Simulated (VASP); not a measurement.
# CoO (Fm-3m) in VASP: further runs, part 2 of 2

VASP 6.6.1. Earlier steps stand in the parts before.

**4. Single point, PBEsol+U, collinear spin, ferromagnetic start**

File INCAR:

```
SYSTEM = CoO
  ALGO = Normal
  EDIFF = 1E-7
  ENCUT = 520
  GGA = PS
  ISIF = 2
  ISMEAR = 0
  ISPIN = 2
  LASPH = .True.
  LCHARG = .False.
  LDAU = .True.
  LDAUJ = 0 0
  LDAUL = 2 -1
  LDAUPRINT = 1
  LDAUTYPE = 2
  LDAUU = 1 0
  LMAXMIX = 4
  LORBIT = 11
  LREAL = .False.
  LWAVE = .False.
  MAGMOM = 2.76 0.32
  NBANDS = 18
  NELM = 150
  PREC = Accurate
  SIGMA = 0.05
```

File KPOINTS:

```
k-points
0
Gamma
  8 8 8
  0 0 0
```

File POSCAR:

```
CoO
1.0
    0.0000000000      2.1315016600      2.1315016600
    2.1315016600      0.0000000000      2.1315016600
    2.1315016600      2.1315016600      0.0000000000
Co O
1 1
Direct
    0.0000000000      0.0000000000      0.0000000000
    0.5000000000      0.5000000000      0.5000000000
```

Launch:

```
$ cat potpaw_PBE.64/Co/POTCAR potpaw_PBE.64/O/POTCAR > POTCAR
$ mpirun -np 1 vasp_std > vasp.out
```

It took 39 s on 1 thread of Intel Xeon Platinum 8375C at 2.90GHz (Ice Lake), shared host; peak memory 0.15 GiB.

Results (log left out):

- Free energy: -13.3784 eV
- Pressure: -11.0 GPa
- Band gap on the k mesh: zero (filled and empty bands overlap)
- Net moment: 3.00 μB per cell
- Site moments: Co +2.65; O +0.31 μB
- Valence electrons inside the program's atomic spheres: Co 7.79; O 4.96

Levels at points of the mesh, in eV from the Fermi level:
Spin up:
```csv
k point,band 6,band 7,band 8,band 9,band 10,band 11,band 12,band 13
"(0.00, 0.00, 0.00)",-3.50,-2.99,-2.99,-2.99,1.00,16.73,17.78,17.78
"(0.50, 0.00, 0.00)",-2.80,-2.16,-0.07,-0.07,5.01,9.33,13.34,13.34
"(0.50, 0.50, 0.00)",-3.40,-2.86,-2.52,-2.52,5.80,9.81,11.36,15.69
```
Spin down:
| k point | band 2 | band 3 | band 4 | band 5 | band 6 | band 7 | band 8 | band 9 | band 10 | band 11 |
| --- | --- | --- | --- | --- | --- | --- | --- | --- | --- | --- |
| (0.00, 0.00, 0.00) | -2.38 | -2.38 | -2.38 | -1.12 | -1.12 | -1.12 | 0.33 | 0.33 | 1.56 | 16.65 |
| (0.50, 0.00, 0.00) | -7.50 | -4.42 | -4.42 | -0.12 | -0.12 | 0.19 | 2.95 | 2.95 | 5.31 | 10.16 |
| (0.50, 0.50, 0.00) | -6.28 | -3.66 | -3.66 | -2.25 | 0.12 | 0.12 | 0.81 | 1.27 | 6.67 | 10.30 |

Eigenvalues of the final occupation matrices:
```
    site  spin  trace               eigenvalues
site 1 d     1   4.88  0.96 0.96 0.96 1.00 1.00
site 1 d     2   2.27  0.18 0.18 0.64 0.64 0.64
```

Caveat: the PAW data sets were made with another functional, which shifts forces and pressure a little; a cell with one magnetic atom can't hold antiferromagnetic order, which such compounds often take.

**5. Single point, PBEsol+U, collinear spin, ferromagnetic start**

File INCAR:

```
SYSTEM = CoO
PREC = Accurate ; ENCUT = 600
EDIFF = 1E-6 ; ISMEAR = 0
SIGMA = 0.05 ; LREAL = .FALSE.
LASPH = .TRUE. ; NELM = 200
ALGO = Normal ; ISIF = 2
LWAVE = .FALSE. ; LCHARG = .FALSE.
ISPIN = 2 ; MAGMOM = 3 0
LORBIT = 11 ; LMAXMIX = 4
LDAU = .TRUE. ; LDAUTYPE = 2
LDAUL = 2 -1 ; LDAUU = 1 0
LDAUJ = 0 0 ; LDAUPRINT = 1
GGA = PS ; NBANDS = 22
GGA_COMPAT = .FALSE.
```

File KPOINTS:

```
Automatic mesh
0
G
  8 8 8
  0 0 0
```

POSCAR is that of step 4.

Potentials or basis: VASP PAW PBE potentials, release 64 (Co_sv, O).

Launch:

```
$ cat potpaw_PBE.64/Co_sv/POTCAR potpaw_PBE.64/O/POTCAR > POTCAR
$ mpirun -np 1 vasp_std > vasp.out
```

It took 13 s on 1 thread of Intel Xeon 6975P-C (Granite Rapids), shared host; peak memory 0.15 GiB.

It converged, with:

| Property | Result |
| --- | --- |
| Free energy | -13.3539 eV |
| Pressure | -12.8 GPa |
| Band gap on the k mesh | zero (filled and empty bands overlap) |
| Net moment | 3.00 μB per cell |
| Site moments | Co +2.60; O +0.30 μB |
| Valence electrons inside the program's atomic spheres | Co 14.86; O 4.96 |

Levels at points of the mesh, in eV from the Fermi level:
Spin up:
| k point | band 9 | band 10 | band 11 | band 12 | band 13 | band 14 | band 15 | band 16 | band 17 | band 18 |
| --- | --- | --- | --- | --- | --- | --- | --- | --- | --- | --- |
| (0.00, 0.00, 0.00) | -3.50 | -3.50 | -3.09 | -3.09 | -3.09 | 0.88 | 16.57 | 17.76 | 17.76 | 17.76 |
| (0.50, 0.00, 0.00) | -2.80 | -2.80 | -2.18 | -0.11 | -0.11 | 4.88 | 9.23 | 13.21 | 13.21 | 20.13 |
| (0.50, 0.50, 0.00) | -4.32 | -3.39 | -2.86 | -2.52 | -2.52 | 5.68 | 9.70 | 11.34 | 15.56 | 15.56 |
Spin down:
| k point | band 8 | band 9 | band 10 | band 11 | band 12 | band 13 |
| --- | --- | --- | --- | --- | --- | --- |
| (0.00, 0.00, 0.00) | -2.50 | -1.12 | -1.12 | -1.12 | 0.32 | 0.32 |
| (0.50, 0.00, 0.00) | -4.53 | -0.11 | -0.11 | 0.19 | 2.95 | 2.95 |
| (0.50, 0.50, 0.00) | -3.78 | -2.28 | 0.13 | 0.13 | 0.81 | 1.27 |

Eigenvalues of the final occupation matrices:
```
    site  spin  trace               eigenvalues
site 1 d     1   4.63  0.91 0.91 0.91 0.95 0.95
site 1 d     2   2.05  0.14 0.14 0.59 0.59 0.59
```

Caveat: the PAW data sets were made with another functional, which shifts forces and pressure a little; a cell with one magnetic atom can't hold antiferromagnetic order, which such compounds often take.

**6. Single point, PBEsol+U, collinear spin, ferromagnetic start**

File INCAR:

```
PREC     = Accurate       # precision mode
ENCUT    = 600            # plane-wave cutoff, eV
EDIFF    = 1E-6           # SCF threshold, eV
ISMEAR   = 0              # smearing method
SIGMA    = 0.05           # smearing width, eV
LREAL    = F              # projectors in reciprocal space
LASPH    = T              # aspherical terms in the spheres
NELM     = 200            # most SCF steps
ALGO     = Normal         # electronic algorithm
ISIF     = 2              # what is computed and relaxed
LWAVE    = F              # write WAVECAR
LCHARG   = T              # write CHGCAR
ISPIN    = 2              # spin polarisation
MAGMOM   = 2.78 0.35      # initial moments
LORBIT   = 11             # projections on sites
LMAXMIX  = 4              # l up to which the mixer works
LDAU     = T              # DFT+U
LDAUTYPE = 2            
LDAUL    = 2 -1           # shell
LDAUU    = 1 0            # U, eV
LDAUJ    = 0 0          
LDAUPRINT= 1            
GGA      = PS             # functional
LELF     = T              # ELF
LVHAR    = T            
NBANDS   = 22             # bands
GGA_COMPAT= F
```

File KPOINTS:

```
regular mesh
0
Gamma
  8 8 8
```

POSCAR is that of step 5.

Potentials or basis: VASP PAW PBE potentials, release 64 (Co_sv, O).

Launch:

```
$ cat potpaw_PBE.64/Co_sv/POTCAR potpaw_PBE.64/O/POTCAR > POTCAR
$ mpirun -np 1 vasp_std > vasp.out
```

Wall time 56 s (1 thread of AMD EPYC 7R13 (Zen 3), shared host); peak memory 0.13 GiB.

Results (log left out):

```yaml
Free_energy: -13.3539 eV
Pressure: -12.5 GPa
Band_gap_on_the_k_mesh: zero (filled and empty bands overlap)
Net_moment: 3.00 μB per cell
Site_moments: Co +2.60; O +0.30 μB
Valence_electrons_inside_the_program's_atomic_spheres: Co 14.86; O 4.96
```

Levels at points of the mesh, in eV from the Fermi level:
Spin up:
| k point | band 9 | band 10 | band 11 | band 12 | band 13 | band 14 | band 15 | band 16 | band 17 | band 18 |
| --- | --- | --- | --- | --- | --- | --- | --- | --- | --- | --- |
| (0.00, 0.00, 0.00) | -3.50 | -3.50 | -3.09 | -3.09 | -3.09 | 0.88 | 16.57 | 17.77 | 17.77 | 17.77 |
| (0.50, 0.00, 0.00) | -2.80 | -2.80 | -2.18 | -0.11 | -0.11 | 4.88 | 9.23 | 13.22 | 13.22 | 20.13 |
| (0.50, 0.50, 0.00) | -4.32 | -3.39 | -2.86 | -2.52 | -2.52 | 5.68 | 9.70 | 11.34 | 15.56 | 15.56 |
Spin down:
```tsv
k point	band 7	band 8	band 9	band 10	band 11	band 12	band 13	band 14
(0.00, 0.00, 0.00)	-2.50	-2.50	-1.12	-1.12	-1.12	0.32	0.32	1.43
(0.50, 0.00, 0.00)	-4.53	-4.53	-0.11	-0.11	0.19	2.95	2.95	5.18
(0.50, 0.50, 0.00)	-3.78	-3.78	-2.27	0.13	0.13	0.81	1.27	6.54
```

Eigenvalues of the final occupation matrices:
```tsv
site	spin	trace	eigenvalues
site 1 d	1	4.63	0.91 0.91 0.91 0.95 0.95
site 1 d	2	2.05	0.14 0.14 0.59 0.59 0.59
```

Caveat: the PAW data sets were made with another functional, which shifts forces and pressure a little; a cell with one magnetic atom can't hold antiferromagnetic order, which such compounds often take. The state reached can hang on the start; a lower one may exist.

**7. Single point, PBEsol+U, collinear spin, ferromagnetic start**

File INCAR:

```
SYSTEM = CoO
  ALGO = Normal
  EDIFF = 1E-6
  ENCUT = 600
  GGA = PS
  GGA_COMPAT = .False.
  ISIF = 2
  ISMEAR = 0
  ISPIN = 2
  LASPH = .True.
  LCHARG = .False.
  LDAU = .True.
  LDAUJ = 0 0
  LDAUL = 2 -1
  LDAUPRINT = 1
  LDAUTYPE = 2
  LDAUU = 1 0
  LMAXMIX = 4
  LORBIT = 11
  LREAL = .False.
  LWAVE = .False.
  MAGMOM = 2.76 0.32
  NBANDS = 22
  NELM = 200
  PREC = Accurate
  SIGMA = 0.05
```

File KPOINTS:

```
k-points
0
Gamma
  8 8 8
  0 0 0
```

POSCAR is that of step 6.

Launch:

```
$ cat potpaw_PBE.64/Co_sv/POTCAR potpaw_PBE.64/O/POTCAR > POTCAR
$ mpirun -np 1 vasp_std > vasp.out
```

Wall time 30 s (1 thread of Intel Xeon Platinum 8259CL at 2.50GHz (Skylake/Cascade Lake), shared host); peak memory 0.16 GiB.

The run converged. Its results:

| Property | Result |
| --- | --- |
| Free energy | -13.3539 eV |
| Pressure | -12.5 GPa |
| Band gap on the k mesh | zero (filled and empty bands overlap) |
| Net moment | 3.00 μB per cell |
| Site moments | Co +2.60; O +0.30 μB |
| Valence electrons inside the program's atomic spheres | Co 14.86; O 4.96 |

Levels at points of the mesh, in eV from the Fermi level:
Spin up:
```csv
k point,band 11,band 12,band 13,band 14,band 15,band 16
"(0.00, 0.00, 0.00)",-3.09,-3.09,-3.09,0.88,16.57,17.77
"(0.50, 0.00, 0.00)",-2.18,-0.11,-0.11,4.88,9.23,13.22
"(0.50, 0.50, 0.00)",-2.86,-2.52,-2.52,5.68,9.70,11.34
```
Spin down:
| k point | band 8 | band 9 | band 10 | band 11 | band 12 | band 13 |
| --- | --- | --- | --- | --- | --- | --- |
| (0.00, 0.00, 0.00) | -2.50 | -1.12 | -1.12 | -1.12 | 0.32 | 0.32 |
| (0.50, 0.00, 0.00) | -4.53 | -0.11 | -0.11 | 0.19 | 2.95 | 2.95 |
| (0.50, 0.50, 0.00) | -3.78 | -2.27 | 0.13 | 0.13 | 0.81 | 1.27 |

Eigenvalues of the final occupation matrices:
```
    site  spin  trace               eigenvalues
site 1 d     1   4.63  0.91 0.91 0.91 0.95 0.95
site 1 d     2   2.05  0.14 0.14 0.59 0.59 0.59
```

Caveat: the PAW data sets were made with another functional, which shifts forces and pressure a little; a cell with one magnetic atom can't hold antiferromagnetic order, which such compounds often take. The state reached can hang on the start; a lower one may exist.
